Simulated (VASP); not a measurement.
# As: single point with LDA

The system is As.

```
As
1.0
     2.62257    0.00000    0.00000
     0.00000    2.62257    0.00000
     0.00000    0.00000    2.78479
As
1
Direct
  0.50000 0.50000 0.50000
```

This cell differs from its parent crystal: strain -0.030 along x and y, +0.030 along z.

```yaml
Program: VASP 6.6.1
Task: single point
Functional: LDA
Potentials_or_basis: VASP PAW LDA potentials, release 64 (As)
Cutoff: 520 eV
k_mesh: 18 × 18 × 18
Occupations: gaussian, width 0.15 eV
Spin: no spin polarisation
Dipole_correction: no
Further_INCAR_settings: ALGO = Normal; EDIFF = 1e-06; NBANDS = 8
```

* Pressure: 0.7 GPa
* Band gap on the k mesh: zero (an odd number of electrons rules out a gap without spin polarisation)

Stress tensor (GPa, compression positive):
```
 3.81  0.00  0.00
 0.00  3.81  0.00
 0.00  0.00 -5.59
```

Levels at points of the mesh, in eV from the Fermi level:
```tsv
k point	band 1	band 2	band 3	band 4	band 5	band 6	band 7
(0.00, 0.00, 0.00)	-15.35	2.82	4.88	4.88	7.72	9.04	11.09
(0.50, 0.00, 0.00)	-11.75	-7.30	5.47	7.50	11.15	13.51	13.52
(0.50, 0.50, 0.00)	-7.93	-4.32	-4.32	2.44	7.98	16.41	16.58
(0.00, 0.00, 0.50)	-12.69	-7.13	6.80	6.80	11.29	14.90	15.22
(0.50, 0.00, 0.50)	-8.97	-5.02	-4.04	2.28	9.30	17.06	17.87
(0.50, 0.50, 0.50)	-4.81	-2.28	-2.28	-1.19	5.46	6.12	6.12
```

Wall time 94 s on 1 thread of AMD EPYC 7R13, with other jobs on the host, peak memory 0.16 GiB.

Caveat: the cell differs from its parent crystal (strain -0.030 along x and y, +0.030 along z).
